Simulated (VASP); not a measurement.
# Ti8HO16 (a cell with a defect) in VASP: a series of runs

Runs on Ti8HO16 (a cell with a defect). Level: r2SCAN. Tasks: single point.

All numbers are computed with VASP 6.6.1; they aren't measurements. Logs are shortened: lines on timing, memory, paths and dates and some standing lists are left out, and cuts for length are marked.

## (1) The cell of the first run

The cell holds a defect, 25 atoms: a = 6.500 Å, b = 6.500 Å, c = 7.486 Å, α = 115.73°, β = 115.73°, γ = 90.00°.

## (2) Single point, r2SCAN

Contents of POSCAR:

```
Ti8HO16
1.0
    4.5964475549     -4.5964475549      0.0000000000
   -4.5964475549     -4.5964475549      0.0000000000
    0.0000000000      4.5964475549     -5.9081090620
Ti O H
8 16 1
Direct
    0.7310632052      0.2287742151      0.4830435542
    0.5155805716      1.0003257957      0.9955151366
    0.2702736764      0.7546412175      0.5044155361
    0.9982753175      0.4954711471      1.0168673152
    0.1276826725      0.1155265456      0.2504972377
    0.9011434302      0.8975832895      0.7499000024
    0.6272541955      0.6151013320      0.2492098545
    0.3511080389      0.3729481662      0.7498174041
    0.6254116114      0.9277696789      0.2461791048
    0.3904111840      0.6789638073      0.7501027746
    0.1293543310      0.4316286381      0.2539086507
    0.8800780064      0.1873195311      0.7499817545
    0.0475054916      0.2591622087      0.5011300518
    0.8056638777      1.0115230741      1.0001890517
    0.5555427231      0.7614223701      0.4999613191
    0.2964861948      0.5079895327      0.9989219796
    0.1965661706      0.9965574587      0.0016595834
    0.9449492065      0.7448409731      0.4984175087
    0.6910009323      0.4938691279     -0.0006374290
    0.4416168939      0.2446275909      0.5007795166
    0.6169281655      0.3205009826      0.2502750008
    0.3653250480      0.0708452386      0.7500183144
    0.1168052857      0.8202209043      0.2497795800
    0.8381293993      0.5829806163      0.7501320564
    0.6889013790      0.6019553200      0.7505007022
```

Contents of INCAR.step1:

```
PREC = Accurate ; ENCUT = 520
ISMEAR = 0 ; SIGMA = 0.02
LREAL = Auto ; LASPH = T
NELM = 100 ; NBANDS = 114
NELECT = 192.0 ; GGA = PE
ALGO = Normal ; EDIFF = 1E-4
LWAVE = T ; LCHARG = F
```

Contents of INCAR.step2:

```
PREC = Accurate ; ENCUT = 520
EDIFF = 1E-6 ; ISMEAR = 0
SIGMA = 0.02 ; LREAL = Auto
LASPH = T ; NELM = 100
ALGO = Normal ; ISIF = 2
LWAVE = F ; LCHARG = F
METAGGA = R2SCAN ; LMIXTAU = T
NBANDS = 114 ; NELECT = 192.0
ISTART = 1
```

Contents of KPOINTS:

```
regular mesh
0
Gamma
  2 2 2
```

Potentials or basis: VASP PAW PBE potentials, release 64 (Ti_sv, O, H).

Run with:

```sh
> cat potpaw_PBE.64/Ti_sv/POTCAR potpaw_PBE.64/O/POTCAR potpaw_PBE.64/H/POTCAR > POTCAR
> cp INCAR.step1 INCAR
> mpirun -np 1 vasp_std > vasp.out
> cp INCAR.step2 INCAR
> mpirun -np 1 vasp_std > vasp.out
```

OUTCAR:

```text
PREC = Accurate
   ENCUT = 520
   EDIFF = 1E-6
   ISMEAR = 0
   LREAL = Auto
   LASPH = T
   NELM = 100
   ISIF = 2
   METAGGA = R2SCAN
   NELECT = 192.0
   ISTART = 1

 ion  position               nearest neighbor table
   1  0.731  0.229  0.483-   9 1.84  21 1.93  20 1.94  12 1.95  13 2.01  24 2.14   2 2.89
   2  0.516  0.000  0.996-  14 1.87  22 1.93  10 1.94   9 1.96  21 1.97  17 2.09   1 2.89   3 2.90

   3  0.270  0.755  0.504-  15 1.87  22 1.93  10 1.94  11 1.96  23 1.97  18 2.10   4 2.89   2 2.90

   4  0.998  0.495  0.017-  11 1.84  23 1.93  19 1.94  12 1.95  16 2.00  24 2.14   3 2.89
   5  0.128  0.116  0.250-  23 1.92  20 1.92  17 1.93  14 1.96  13 2.00  11 2.04
   6  0.901  0.898  0.750-  18 1.86  17 1.86  12 1.89  15 2.06  14 2.06  24 2.09
   7  0.627  0.615  0.249-  19 1.92  21 1.92  18 1.94  15 1.96  16 2.00   9 2.04
   8  0.351  0.373  0.750-  13 1.88  16 1.88  22 1.97  10 2.00  20 2.03  19 2.03
   9  0.625  0.928  0.246-   1 1.84   2 1.96   7 2.04
  10  0.390  0.679  0.750-   2 1.94   3 1.94   8 2.00
  11  0.129  0.432  0.254-   4 1.84   3 1.96   5 2.04
  12  0.880  0.187  0.750-   6 1.89   4 1.95   1 1.95
  13  0.048  0.259  0.501-   8 1.88   5 2.00   1 2.01
  14  0.806  0.012  0.000-   2 1.87   5 1.96   6 2.06
  15  0.556  0.761  0.500-   3 1.87   7 1.96   6 2.06
  16  0.296  0.508  0.999-   8 1.88   7 2.00   4 2.00
  17  0.197  0.997  0.002-   6 1.86   5 1.93   2 2.09
  18  0.945  0.745  0.498-   6 1.86   7 1.94   3 2.10
  19  0.691  0.494  0.999-   7 1.92   4 1.94   8 2.03
  20  0.442  0.245  0.501-   5 1.92   1 1.94   8 2.03
  21  0.617  0.321  0.250-   7 1.92   1 1.93   2 1.97
  22  0.365  0.071  0.750-   2 1.93   3 1.93   8 1.97
  23  0.117  0.820  0.250-   5 1.92   4 1.93   3 1.97
  24  0.838  0.583  0.750-  25 0.98   6 2.09   4 2.14   1 2.14
  25  0.689  0.602  0.751-  24 0.98

  LATTYP: Found a body centered tetragonal cell.
 ALAT       =     6.5003584709
 C/A-ratio  =     1.8177794620

  Lattice vectors:

 A1 = (   4.5964475549,   0.0000000000,   5.9081090620)
 A2 = (  -4.5964475549,   0.0000000000,   5.9081090620)
 A3 = (   0.0000000000,  -4.5964475549,  -5.9081090620)

Analysis of symmetry for initial positions (statically):
=====================================================================
 Subroutine PRICEL returns:
 Original cell was already a primitive cell.

 Routine SETGRP: Setting up the symmetry group for a
 body centered tetragonal supercell.

 Subroutine GETGRP returns: Found  1 space group operations
 (whereof  1 operations were pure point group operations)
 out of a pool of 16 trial point group operations.

The static configuration has the point symmetry C_1 .

Analysis of symmetry for dynamics (positions and initial velocities):
[... 147 lines left out ...]
   ISYM   =      2    0-nonsym 1-usesym 2-fastsym
   POTIM  = 0.5000    time-step for ionic-motion
   TEBEG  =    0.0;   TEEND  =   0.0 temperature during run
   PSTRESS=    0.0 pullay stress
   NELECT =     192.0000    total number of electrons
   NUPDOWN=      -1.0000    fix difference up-down
   EMIN   =  10.00;   EMAX   =-10.00  energy-range for DOS
   EFERMI =   0.00;   METHOD = LEGACY
   ISMEAR =     0;   SIGMA  =   0.02  broadening in eV -4-tet -1-fermi 0-gaus
   EFERMI_NEDOS =   21; number of points for ismear=-14 and -15
   IALGO  =     38    algorithm
   IMIX   =      4    mixing-type and parameters
     AMIX     =   0.40;   BMIX     =  1.00
     AMIX_MAG =   1.60;   BMIX_MAG =  1.00
  volume/ion in A,a.u.               =       9.99        67.39
  Fermi-wavevector in a.u.,A,eV,Ry     =   1.499918  2.834434 30.609764  2.249754
  Thomas-Fermi vector in A             =   2.611486
   LORBIT       =      0    0 simple, 1 ext, 2 COOP (PROOUT), +10 PAW based schemes
   METAGGA = R2SCAN    functional components
   LHFCALC =     F    Hartree Fock is set to
   AEXX    =    0.0000 exact exchange contribution
   IVDW    =     0    specifies the selected vdW correction
   LEPSILON=     F    determine dielectric tensor
   LRPA    =     F    only Hartree local field effects (RPA)
 non-spin polarized calculation
 Gauss-broadening in eV      SIGMA  =   0.02
  energy-cutoff  :      520.00
  volume of cell :      249.65
 maximum number of plane-waves:      6754
   NGX = 25   NGY = 25   NGZ = 27

 number of electron     191.9999977 magnetization

 Free energy of the ion-electron system (eV)
  ---------------------------------------------------
  ext. energy  EPLUGINS =         0.00000000
  ---------------------------------------------------
  free energy    TOTEN  =      -289.10199174 eV

  energy without entropy =     -289.10199174  energy(sigma->0) =     -289.10199174

 E-fermi :   4.5771     XC(G=0): -12.1516

 val. band max:        4.4621247747   @ k =   0.0000   0.0000   0.0000
 cond. band min:       6.9205117540   @ k =   0.0000   0.0000   0.0000
 fundamental gap:      2.4583869792
 Fermi energy:         4.5770873472

 k-point     1 :       0.0000    0.0000    0.0000
  band No.  band energies     occupation
      1     -54.4990      2.00000
      2     -54.4931      2.00000
      3     -54.4737      2.00000
      4     -54.4649      2.00000
      5     -54.4364      2.00000
      6     -54.4126      2.00000
[... 877 lines left out ...]
    107       7.8189      0.00000
    108       7.8804      0.00000
 [bands above 108 left out]

------------------------ aborting loop because EDIFF is reached ----------------------------------------

  FORCE on cell =-STRESS in cart. coord.  units (eV):
  Direction    XX          YY          ZZ          XY          YZ          ZX
  --------------------------------------------------------------------------------------
  -------------------------------------------------------------------------------------
  Total       -7.4993860     -3.6701560     -1.8653171      2.8606258     -0.0028640     -0.0025405
  in kB      -48.1297020    -23.5543969    -11.9712678     18.3589788     -0.0183807     -0.0163045
  external PRESSURE =     -27.8851222 kB  Pullay stress =       0.0000000 kB

 VOLUME and BASIS-vectors are now :
 -----------------------------------------------------------------------------
  energy-cutoff  :      520.00
  volume of cell :      249.65
      direct lattice vectors                 reciprocal lattice vectors
     4.596447555 -4.596447555  0.000000000     0.108779660 -0.108779660 -0.084629447
    -4.596447555 -4.596447555  0.000000000    -0.108779660 -0.108779660 -0.084629447
     0.000000000  4.596447555 -5.908109062     0.000000000  0.000000000 -0.169258893

 POSITION                                       TOTAL-FORCE (eV/Angst)
 -----------------------------------------------------------------------------------
      2.30875     -2.19156     -2.85387        -0.034577     -0.085232     -0.137718
      2.36834      2.20450     -5.88161        -0.061667      0.078230     -0.031451
     -2.22637     -2.39245     -2.98014        -0.066995      0.083060      0.030232
      2.31111     -6.78840     -0.09965        -0.038155     -0.087942      0.132033
      0.05587      0.03350     -1.47997        -0.060975     -0.021234     -0.015732
      0.01636     -4.82088     -4.43049        -0.044481      0.139486      0.008705
[... 17 lines left out ...]
      1.17278     -3.08411     -4.43186         0.101455     -0.056677      0.000934
      0.39964     -2.48372     -4.43404        -0.128305      0.095043      0.002114
 -----------------------------------------------------------------------------------
    total drift:                                0.014579      0.012642     -0.001530

  FREE ENERGIE OF THE ION-ELECTRON SYSTEM (eV)
  ---------------------------------------------------
  free  energy   TOTEN  =      -289.1019917369 eV

  energy  without entropy=     -289.1019917369  energy(sigma->0) =     -289.10199174
```

OSZICAR.step1:

```text
N       E                     dE             d eps       ncg     rms          rms(c)
DAV:   1     0.327447743665E+04    0.32745E+04   -0.93769E+04  1824   0.202E+03
DAV:   2     0.475648894043E+03   -0.27988E+04   -0.26780E+04  1824   0.644E+02
DAV:   3    -0.226572766947E+03   -0.70222E+03   -0.67609E+03  2208   0.273E+02
DAV:   4    -0.288136079066E+03   -0.61563E+02   -0.61329E+02  2512   0.894E+01
DAV:   5    -0.292728437800E+03   -0.45924E+01   -0.45900E+01  2862   0.199E+01    0.634E+01
DAV:   6    -0.225807505930E+03    0.66921E+02   -0.44334E+02  2526   0.104E+02    0.240E+01
DAV:   7    -0.224845817521E+03    0.96169E+00   -0.63329E+01  2536   0.314E+01    0.149E+01
DAV:   8    -0.225053288175E+03   -0.20747E+00   -0.14867E+01  2522   0.186E+01    0.770E+00
DAV:   9    -0.224452888038E+03    0.60040E+00   -0.68515E+00  2576   0.123E+01    0.257E+00
DAV:  10    -0.224462756303E+03   -0.98683E-02   -0.46092E-01  2652   0.358E+00    0.773E-01
DAV:  11    -0.224464952678E+03   -0.21964E-02   -0.78489E-02  2736   0.162E+00    0.389E-01
DAV:  12    -0.224464959548E+03   -0.68701E-05   -0.35759E-02  2466   0.756E-01    0.202E-01
DAV:  13    -0.224464614635E+03    0.34491E-03   -0.54149E-03  2464   0.327E-01    0.135E-01
DAV:  14    -0.224464524454E+03    0.90181E-04   -0.32043E-03  2202   0.207E-01    0.712E-02
DAV:  15    -0.224464454379E+03    0.70075E-04   -0.40560E-04  1904   0.113E-01
   1 F= -.22446445E+03 E0= -.22446445E+03  d E =-.297816E-17
```

Wall time 21 min (1 thread of Intel Xeon Platinum 8488C (Sapphire Rapids), shared host); peak memory 0.44 GiB.

Results:

* Free energy: -289.1020 eV
* Largest force: 0.166 eV/Å

Forces in eV/Å, atoms in the order of the input:
```
Ti  -0.035 -0.085 -0.138
Ti  -0.062  0.078 -0.031
Ti  -0.067  0.083  0.030
Ti  -0.038 -0.088  0.132
Ti  -0.061 -0.021 -0.016
Ti  -0.044  0.139  0.009
Ti  -0.061 -0.016  0.008
Ti   0.055 -0.076 -0.005
O    0.088  0.071  0.068
O    0.050  0.025  0.000
O    0.087  0.069 -0.070
O   -0.013 -0.008 -0.001
O   -0.044  0.042  0.052
O    0.044 -0.045  0.030
O    0.052 -0.052 -0.031
O   -0.045  0.040 -0.049
O    0.094 -0.078 -0.032
O    0.091 -0.078  0.039
O    0.001 -0.004  0.043
O    0.000 -0.004 -0.042
O   -0.013 -0.004  0.012
O   -0.042 -0.027  0.002
O   -0.011  0.000 -0.012
O    0.101 -0.057  0.001
H   -0.128  0.095  0.002
```

Levels at points of the mesh, in eV from the Fermi level:
```csv
k point,band 94,band 95,band 96,band 97,band 98,band 99
"(0.00, 0.00, 0.00)",-0.75,-0.59,-0.11,2.34,2.66,2.87
"(0.50, 0.00, 0.00)",-0.92,-0.70,-0.65,2.46,2.54,2.67
"(0.00, 0.50, 0.50)",-0.86,-0.72,-0.61,2.53,2.59,2.71
"(0.50, 0.00, 0.50)",-0.92,-0.70,-0.65,2.46,2.54,2.67
"(0.00, 0.50, 0.00)",-0.86,-0.72,-0.61,2.53,2.59,2.71
"(0.50, 0.50, 0.00)",-0.83,-0.75,-0.68,2.44,2.52,2.82
"(0.50, 0.50, 0.50)",-0.85,-0.83,-0.83,2.42,2.42,2.86
"(0.00, 0.00, 0.50)",-0.78,-0.63,-0.52,2.36,2.47,2.71
```

Caveat: the k points lie up to 0.55 Å⁻¹ apart; the cell carries a net charge on a neutralising background, which shifts energy and pressure; the cell is charged against a uniform background, so pressure and absolute levels hang on convention; the PAW data sets were made with another functional, which shifts forces and pressure a little.

## (3) Single point, r2SCAN

Contents of POSCAR:

```
Ti8HO16
1.0
    4.5964475549     -4.5964475549      0.0000000000
   -4.5964475549     -4.5964475549      0.0000000000
    0.0000000000      4.5964475549     -5.9081090620
Ti O H
8 16 1
Direct
    0.7278572420      0.2312578633      0.4846637003
    0.5176688066      1.0006955296      0.9969645005
    0.2709282520      0.7535437879      0.5030848227
    0.9934380775      0.4965869826      1.0153434774
    0.1264218760      0.1168699341      0.2502017117
    0.9030489017      0.8962236307      0.7500061278
    0.6264829361      0.6168237375      0.2497458975
    0.3484969255      0.3708646342      0.7499749841
    0.6332924773      0.9287932926      0.2476665520
    0.4039990149      0.6765747346      0.7500619832
    0.1356347180      0.4311468464      0.2523511303
    0.8870599117      0.1878884403      0.7500084974
    0.0486688331      0.2649336742      0.5012448093
    0.8071725758      1.0185949816      1.0012310094
    0.5559843820      0.7673547911      0.4988176368
    0.2974206393      0.5136711214      0.9987662614
    0.1970761210      0.9881744544      0.0005313037
    0.9465856550      0.7376482117      0.4995087208
    0.6917566310      0.4866310446      0.0007416925
    0.4410048536      0.2359523671      0.4992878380
    0.6125241652      0.3204499092      0.2505757738
    0.3610497510      0.0687320461      0.7499995267
    0.1119733353      0.8198872104      0.2494674666
    0.8242410667      0.5848296545      0.7500550436
    0.6739182527      0.6092367794      0.7500770472
```

Contents of INCAR.step1:

```
ALGO = Normal ; EDIFF = 1E-4
ENCUT = 520 ; GGA = PE
ISMEAR = 0 ; LASPH = True
LCHARG = False ; LREAL = Auto
LWAVE = True ; NBANDS = 114
NELECT = 192.0 ; NELM = 60
PREC = Accurate ; SIGMA = 0.02
```

Contents of INCAR.step2:

```
ALGO = Normal ; EDIFF = 1E-6
ENCUT = 520 ; ISIF = 2
ISMEAR = 0 ; ISTART = 1
LASPH = True ; LCHARG = True
LELF = True ; LMIXTAU = True
LREAL = Auto ; LVHAR = True
LWAVE = False ; METAGGA = R2SCAN
NBANDS = 114 ; NELECT = 192.0
NELM = 60 ; PREC = Accurate
SIGMA = 0.02
```

Contents of KPOINTS:

```
k-points
0
Gamma
  2 2 2
```

Potentials or basis: VASP PAW PBE potentials, release 64 (Ti_sv, O, H).

Run with:

```sh
> cat potpaw_PBE.64/Ti_sv/POTCAR potpaw_PBE.64/O/POTCAR potpaw_PBE.64/H/POTCAR > POTCAR
> cp INCAR.step1 INCAR
> mpirun -np 1 vasp_std > vasp.out
> cp INCAR.step2 INCAR
> mpirun -np 1 vasp_std > vasp.out
```

Run time: 20 min. Hardware: 1 thread of Intel Xeon Platinum 8488C (Sapphire Rapids), shared host; peak memory 0.45 GiB.

Results (log left out):

| Item | Value |
| --- | --- |
| Free energy | -289.0751 eV |
| Largest force | 0.248 eV/Å |

Forces in eV/Å, atoms in the order of the input:
```
Ti   0.027 -0.091 -0.111
Ti  -0.072  0.099  0.010
Ti  -0.070  0.105 -0.003
Ti   0.017 -0.099  0.106
Ti  -0.036  0.011 -0.018
Ti  -0.099  0.108  0.006
Ti  -0.034  0.017  0.015
Ti   0.059 -0.112 -0.008
O    0.066  0.096  0.085
O   -0.091  0.101  0.002
O    0.067  0.094 -0.086
O   -0.029  0.004  0.001
O   -0.062  0.085  0.060
O    0.059 -0.031  0.054
O    0.064 -0.033 -0.052
O   -0.059  0.081 -0.060
O    0.054 -0.100 -0.054
O    0.054 -0.098  0.055
O   -0.056 -0.018  0.061
O   -0.058 -0.016 -0.063
O   -0.013 -0.011  0.031
O   -0.055 -0.044  0.000
O   -0.011 -0.011 -0.031
O    0.204 -0.140  0.002
H    0.071  0.003 -0.001
```

Levels at points of the mesh, in eV from the Fermi level:
| k point | band 94 | band 95 | band 96 | band 97 | band 98 | band 99 |
| --- | --- | --- | --- | --- | --- | --- |
| (0.00, 0.00, 0.00) | -0.66 | -0.50 | -0.09 | 2.42 | 2.72 | 2.93 |
| (0.50, 0.00, 0.00) | -0.84 | -0.64 | -0.58 | 2.53 | 2.62 | 2.75 |
| (0.00, 0.50, 0.50) | -0.77 | -0.64 | -0.54 | 2.60 | 2.67 | 2.80 |
| (0.50, 0.00, 0.50) | -0.84 | -0.63 | -0.58 | 2.53 | 2.62 | 2.75 |
| (0.00, 0.50, 0.00) | -0.77 | -0.64 | -0.54 | 2.60 | 2.67 | 2.80 |
| (0.50, 0.50, 0.00) | -0.74 | -0.62 | -0.55 | 2.53 | 2.61 | 2.88 |
| (0.50, 0.50, 0.50) | -0.78 | -0.75 | -0.73 | 2.47 | 2.48 | 2.91 |
| (0.00, 0.00, 0.50) | -0.73 | -0.58 | -0.46 | 2.43 | 2.54 | 2.79 |

Caveat: the k points lie up to 0.55 Å⁻¹ apart; the cell carries a net charge on a neutralising background, which shifts energy and pressure; the cell is charged against a uniform background, so pressure and absolute levels hang on convention; the PAW data sets were made with another functional, which shifts forces and pressure a little.

[end of part 1 of 2]
